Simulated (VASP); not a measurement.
GeBiO4, 6 atoms in the cell. It takes space group Cmmm (No. 65, orthorhombic). The conventional cell has a = 5.061 Å, b = 8.498 Å, c = 4.037 Å, α = 90.00°, β = 90.00°, γ = 90.00°. Ge (site symmetry mmm) has 8 O at 2.47 Å and 4 Bi at 3.24 Å within 3.3 Å. Within 3.7 Å of Bi (site symmetry mmm) lie 14 O at 2.82 to 3.19 Å and 4 Ge at 3.24 Å. O (site symmetry m2m) has 2 Ge at 2.47 Å and 7 O at 2.48 to 2.89 Å and 3 Bi at 2.82 to 2.91 Å within 3.3 Å. O (site symmetry 2/m) has 2 Ge at 2.47 Å and 6 O at 2.48 to 2.53 Å and 4 Bi at 3.19 Å within 3.3 Å. The cell was generated, and may not be a known phase.

```yaml
Program: VASP 6.6.1
Task: relaxation of cell and atoms
Functional: PBE
Potentials_or_basis: VASP PAW PBE potentials, release 64 (Ge_d, Bi_d, O_h)
Cutoff: 910 eV
k_mesh: 4 × 4 × 4
Occupations: gaussian, width 0.1 eV
Spin: no spin polarisation
Dipole_correction: no
Further_INCAR_settings: ALGO = Normal; EDIFF = 1e-07; IBRION = 2; EDIFFG = -0.04; NSW = 90; ISIF = 3
```

Potentials or basis: VASP PAW PBE potentials, release 64 (Ge_d, Bi_d, O_h).

Run with:

```bash
$ cat potpaw_PBE.64/Ge_d/POTCAR potpaw_PBE.64/Bi_d/POTCAR potpaw_PBE.64/O_h/POTCAR > POTCAR
$ mpirun -np 1 vasp_std > vasp.out
```

Hardware: 1 thread of Intel(R) Xeon(R) Platinum 8259CL CPU @ 2.50GHz (Skylake/Cascade Lake) (shared host).

Task: Estimate the wall time of this run.

Result: Wall time 24 min on 1 thread of Intel(R) Xeon(R) Platinum 8259CL CPU @ 2.50GHz (Skylake/Cascade Lake) (shared host), peak memory 0.41 GiB. Counts: scf iterations 153, k points 21, ion steps 14.
